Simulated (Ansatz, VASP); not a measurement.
HgTe in VASP and in Ansatz

Contents of POSCAR:

```
HgTe
1.0
    0.0000000000      3.2233747310      3.3768583018
    3.2233747310      0.0000000000      3.3768583018
    3.2233747310      3.2233747310      0.0000000000
Hg Te
1 1
Direct
    0.0000000000      0.0000000000      0.0000000000
    0.2500000000      0.2500000000      0.2500000000
```

File INCAR.step1:

```
PREC = Accurate
ENCUT = 520
ISMEAR = -1
SIGMA = 0.02
LREAL = F
LASPH = T
NELM = 60
NBANDS = 16
GGA = PE
ALGO = Normal
EDIFF = 1E-4
LWAVE = T
LCHARG = F
```

The input INCAR.step2:

```
PREC = Accurate
ENCUT = 520
EDIFF = 1E-6
ISMEAR = -1
SIGMA = 0.02
LREAL = F
LASPH = T
NELM = 60
ALGO = Normal
ISIF = 2
LWAVE = F
LCHARG = T
METAGGA = R2SCAN
LMIXTAU = T
LELF = T
LVHAR = T
NBANDS = 16
ISTART = 1
```

The input KPOINTS:

```
Automatic mesh
0
Gamma
  6 6 6
```

Input for Ansatz:

```yaml
crystal:
  lattice:
    - [0.0, 3.223374731, 3.3768583018]
    - [3.223374731, 0.0, 3.3768583018]
    - [3.223374731, 3.223374731, 0.0]
  atoms:
    - { symbol: Hg, position: [0.0, 0.0, 0.0] }
    - { symbol: Te, position: [0.25, 0.25, 0.25] }
kpoints:
  mp_grid: { grid: [6, 6, 6] }
  band_path:
    path:
      - [0.0, 0.0, 0.0]
      - [-0.5, -0.5, 0.0]
      - [-0.375, -0.375, 0.25]
      - [-0.375, 0.0, 0.375]
      - [0.0, 0.0, 0.5]
      - [-0.5, -0.25, 0.25]
      - [-0.028646, -0.028646, 0.0]
    npoints: 1
hamiltonian:
  xc: r2scan
scf:
  occupations: { method: fermi_dirac, width: 0.02 }
  n_extra_bands: 4
output:
  forces: true
  stress: true
  eigenvalues: true
```

Change from the starting cell: epitaxial_xy strain -2.0%.

Alike in both runs: task single point; functional r2SCAN; k mesh 6 × 6 × 6; occupations fermi-dirac, width 0.02 eV; no spin polarisation.

|  | VASP | Ansatz |
| --- | --- | --- |
| version | VASP 6.6.1 | Ansatz 0.2.0 |
| potentials or method | VASP PAW PBE potentials, release 64 (Hg, Te) | plane waves, PAW |
| plane-wave cutoff (eV) | 520 | 500 |
| valence electrons in the cell | 18 | 36 |

VASP gave:

```
pressure (GPa)                                                : 0.6
traceless stress, the component that is largest in VASP (GPa) : -0.49
```

**Question.** Estimate Ansatz's values.

**Answer.** Pressure (GPa): 0.5; traceless stress, the component that is largest in VASP (GPa): -0.49.

VASP's potentials were made for PBE, not for r2SCAN. VASP's potentials hold 18 valence electrons a cell and Ansatz's 36, so a difference there can come from the potentials and not from the codes.

Spin-orbit coupling is off throughout.
